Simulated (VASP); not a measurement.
# NaHfO (P4/mmm) in VASP: further runs, part 2 of 2

VASP 6.6.1. The steps go on from the part before.

### Step 4. Relaxation of cell and atoms, PBE

Contents of INCAR:

```
SYSTEM = NaHfO
PREC = Accurate
ENCUT = 600
EDIFF = 1E-6
ISMEAR = 0
SIGMA = 0.1
LREAL = .FALSE.
LASPH = .TRUE.
NELM = 80
ALGO = Normal
ISIF = 3
LWAVE = .FALSE.
LCHARG = .FALSE.
GGA = PE
IBRION = 2
NSW = 90
EDIFFG = -0.04
```

Contents of KPOINTS:

```
Automatic mesh
0
G
  6 6 6
  0 0 0
```

Contents of POSCAR:

```
NaHfO
1.0
    3.6214668900      0.0000000000      0.0000000000
    0.0000000000      3.6214668900      0.0000000000
    0.0000000000      0.0000000000      3.6734156600
Na Hf O
1 1 1
Direct
    0.0000000000      0.0000000000      0.0000000000
    0.5000000000      0.5000000000      0.5000000000
    0.5000000000      0.5000000000      0.0000000000
```

Potentials or basis: VASP PAW PBE potentials, release 64 (Na_pv, Hf_pv, O).

Launch:

```sh
$ cat potpaw_PBE.64/Na_pv/POTCAR potpaw_PBE.64/Hf_pv/POTCAR potpaw_PBE.64/O/POTCAR > POTCAR
$ mpirun -np 1 vasp_std > vasp.out
```

OUTCAR:

```text
SYSTEM = NaHfO
   PREC = Accurate
   ENCUT = 600
   EDIFF = 1E-6
   ISMEAR = 0
   LREAL = .FALSE.
   LASPH = .TRUE.
   NELM = 80
   ISIF = 3
   GGA = PE
   IBRION = 2
   NSW = 90
   EDIFFG = -0.04

 ion  position               nearest neighbor table
   1  0.000  0.000  0.000-   2 3.15   2 3.15   2 3.15   2 3.15   2 3.15   2 3.15   2 3.15   2 3.15

   2  0.500  0.500  0.500-   3 1.84   3 1.84   1 3.15   1 3.15   1 3.15   1 3.15   1 3.15   1 3.15
                             1 3.15   1 3.15
   3  0.500  0.500  0.000-   2 1.84   2 1.84

  LATTYP: Found a simple tetragonal cell.
 ALAT       =     3.6214668900
 C/A-ratio  =     1.0143446762

  Lattice vectors:

 A1 = (   3.6214668900,   0.0000000000,   0.0000000000)
 A2 = (   0.0000000000,   3.6214668900,   0.0000000000)
 A3 = (   0.0000000000,   0.0000000000,   3.6734156600)

Analysis of symmetry for initial positions (statically):
[... 732 lines left out ...]

------------------------ aborting loop because EDIFF is reached ----------------------------------------
[... 69 lines left out ...]
--------------------------------------- Ionic step       12  -------------------------------------------

 number of electron      23.0000004 magnetization

 Free energy of the ion-electron system (eV)
  ---------------------------------------------------
  ext. energy  EPLUGINS =         0.00000000
  ---------------------------------------------------
  free energy    TOTEN  =       -20.21925305 eV

  energy without entropy =      -20.20508282  energy(sigma->0) =      -20.21216794

 E-fermi :   4.0836     XC(G=0): -10.0654

 val. band max:        4.0688611042   @ k =   0.3333   0.0000   0.5000
 cond. band min:       4.1205753430   @ k =   0.3333   0.1667   0.1667
 fundamental gap:      0.0517142388
 Fermi energy:         4.0836445637

 k-point     1 :       0.0000    0.0000    0.0000
  band No.  band energies     occupation
      1     -27.6566      2.00000
      2     -27.2844      2.00000
      3     -27.2844      2.00000
      4     -20.0813      2.00000
      5     -20.0642      2.00000
      6     -20.0642      2.00000
      7     -15.8267      2.00000
      8      -0.5640      2.00000
      9      -0.3756      2.00000
     10      -0.1986      2.00000
     11      -0.1986      2.00000
     12       3.0741      2.00000
     13       6.1983      0.00000
     14       6.1983      0.00000
[... 445 lines left out ...]
  FREE ENERGIE OF THE ION-ELECTRON SYSTEM (eV)
  ---------------------------------------------------
  free  energy   TOTEN  =       -20.2192530487 eV

  energy  without entropy=      -20.2050828219  energy(sigma->0) =      -20.21216794

 reached required accuracy - stopping structural energy minimisation
```

OSZICAR:

```text
N       E                     dE             d eps       ncg     rms          rms(c)
DAV:   1     0.177612808661E+03    0.17761E+03   -0.13939E+04  1231   0.179E+03
DAV:   2    -0.970450442207E+01   -0.18732E+03   -0.18498E+03  1438   0.441E+02
DAV:   3    -0.218553680538E+02   -0.12151E+02   -0.12024E+02  1522   0.970E+01
DAV:   4    -0.220302339266E+02   -0.17487E+00   -0.17482E+00  1389   0.136E+01
[... 108 lines left out ...]
DAV:   1    -0.202207076609E+02   -0.22672E-02   -0.92062E-02  1200   0.322E+00    0.906E-01
DAV:   2    -0.202197857239E+02    0.92194E-03   -0.21957E-03  1375   0.451E-01    0.373E-01
DAV:   3    -0.202192865273E+02    0.49920E-03   -0.45579E-04  1361   0.249E-01    0.119E-01
DAV:   4    -0.202192539587E+02    0.32569E-04   -0.57622E-05  1403   0.645E-02    0.486E-02
DAV:   5    -0.202192530487E+02    0.91008E-06   -0.16156E-06   825   0.144E-02
  12 F= -.20219253E+02 E0= -.20212168E+02  d E =-.288536E-03
```

CONTCAR:

```text
NaHfO
   1.00000000000000
     3.4868164002519642   -0.0000000000000000   -0.0000000000000000
    -0.0000000000000000    3.4868164002519642   -0.0000000000000000
     0.0000000000000000    0.0000000000000000    4.1335452972281006
  Na              Hf              O
     1     1     1
Direct
     0.0000000000000000    0.0000000000000000    1.0000000000000000
     0.5000000000000000    0.5000000000000000    0.5000000000000000
     0.5000000000000000    0.5000000000000000    0.0000000000000000

  0.00000000E+00  0.00000000E+00  0.00000000E+00
  0.00000000E+00  0.00000000E+00  0.00000000E+00
  0.00000000E+00  0.00000000E+00  0.00000000E+00
```

It took 1.8 min on 1 thread of AMD EPYC 9R45 (Zen 5), shared host; peak memory 0.17 GiB.

What came out:

```yaml
Free_energy: -20.2193 eV
Relaxed_volume: 16.75 Å³/atom
Relaxed_cell: a = 3.487 Å, b = 3.487 Å, c = 4.134 Å, α = 90.00°, β = 90.00°, γ = 90.00°
Space_group_after_relaxing_to_0.05_Å: P4/mmm (No. 123)
Energy_gained_by_relaxing: 429.8 meV/atom
Ionic_steps: 12
Pressure_after_relaxing: 0.0 GPa
```

The path:
| step | energy change (eV) | largest force (eV/Å) | pressure (GPa) | volume (Å³) |
| --- | --- | --- | --- | --- |
| 1 | 0.0000 | 0.0000 | 30.74 | 48.18 |
| 2 | 1.3947 | 0.0000 | -19.11 | 70.22 |
| 3 | -1.1830 | 0.0000 | -6.73 | 55.78 |
| 4 | -1.2343 | 0.0000 | -3.92 | 54.74 |
| 5 | -1.2436 | 0.0000 | -1.87 | 54.07 |
| 6 | -1.2435 | 0.0000 | -2.27 | 54.18 |
| 7 | -1.2695 | 0.0000 | -1.48 | 52.73 |
| 8 | -1.2884 | 0.0000 | -0.05 | 50.66 |
| 9 | -1.2892 | 0.0000 | 0.39 | 50.11 |
| 10 | -1.2892 | 0.0000 | 0.32 | 50.19 |
| 11 | -1.2887 | 0.0000 | -0.63 | 50.36 |
| 12 | -1.2895 | 0.0000 | 0.03 | 50.26 |

Final structure:
```
Na Hf O
1.0
     3.48682    0.00000    0.00000
     0.00000    3.48682    0.00000
     0.00000    0.00000    4.13355
Na Hf O
1 1 1
Direct
  0.00000 0.00000 0.00000
  0.50000 0.50000 0.50000
  0.50000 0.50000 0.00000
```

Levels at points of the mesh, in eV from the Fermi level:
| k point | band 10 | band 11 | band 12 | band 13 | band 14 | band 15 |
| --- | --- | --- | --- | --- | --- | --- |
| (0.00, 0.00, 0.00) | -4.28 | -4.28 | -1.01 | 2.11 | 2.11 | 3.20 |
| (0.50, 0.00, 0.00) | -4.28 | -2.09 | -0.05 | 0.50 | 1.51 | 2.40 |
| (0.50, 0.50, 0.00) | -4.21 | -1.91 | 0.34 | 0.34 | 3.57 | 3.57 |
| (0.00, 0.00, 0.50) | -4.92 | -3.86 | -0.72 | 1.36 | 4.11 | 4.11 |
| (0.50, 0.00, 0.50) | -4.91 | -1.77 | 0.14 | 1.58 | 2.36 | 4.30 |
| (0.50, 0.50, 0.50) | -5.94 | -1.44 | 2.85 | 2.85 | 2.90 | 2.90 |

Caveat: spin-orbit coupling is left out, which moves the levels of the heavy elements; an odd number of electrons without spin polarisation forces a metal; a magnetic or distorted state may lie lower.

### Step 5. The runs side by side

```tsv
task	cell	cutoff (eV)	gap on the mesh (eV)	pressure (GPa)
single point	a = 3.621, b = 3.621, c = 3.673 Å, 3 atoms	520	none	30.8
single point	a = 3.483, b = 3.483, c = 4.150 Å, 3 atoms	520	none	-0.6
relaxation of cell and atoms	relaxed from a = 3.621, b = 3.621, c = 3.673 Å, 3 atoms	600	none	0.0
```

Alike in all rows: level PBE; potentials or basis VASP PAW PBE potentials, release 64 (Na_pv, Hf_pv, O); no spin polarisation; k mesh 6 × 6 × 6; smearing gaussian 0.1 eV.

Caveats: spin-orbit coupling is left out, which moves the levels of the heavy elements; an odd number of electrons without spin polarisation forces a metal; a magnetic or distorted state may lie lower.

Total energies depend on the potentials used, so only differences within one code and one set of settings carry meaning.
